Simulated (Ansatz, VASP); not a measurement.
AlN in VASP and in Ansatz

```
Al N
1.0
     0.00000    2.18399    2.18399
     2.18399    0.00000    2.18399
     2.18399    2.18399    0.00000
Al N
1 1
Cartesian
  0.0000 0.0000 0.0000
  1.0920 1.0920 1.0920
```

Alike in both runs: task relaxation of cell and atoms; functional PBEsol; k mesh 10 × 10 × 10; occupations fermi-dirac, width 0.05 eV; no spin polarisation.

```csv
,VASP,Ansatz
version,VASP 6.6.1,Ansatz 0.2.0
potentials or method,"VASP PAW PBE potentials, release 64 (Al, N), cutoff 600 eV","all-electron LAPW, scalar-relativistic"
```

```csv
,VASP,Ansatz,Ansatz less VASP
relaxed volume (Å³/atom),10.48,10.48,0.000
relaxed cell length with the largest relative difference (Å),3.095,3.095,0.0000
```

VASP's potentials were made for PBE, not for PBEsol. Ansatz ran all-electron here, and VASP with PAW potentials.
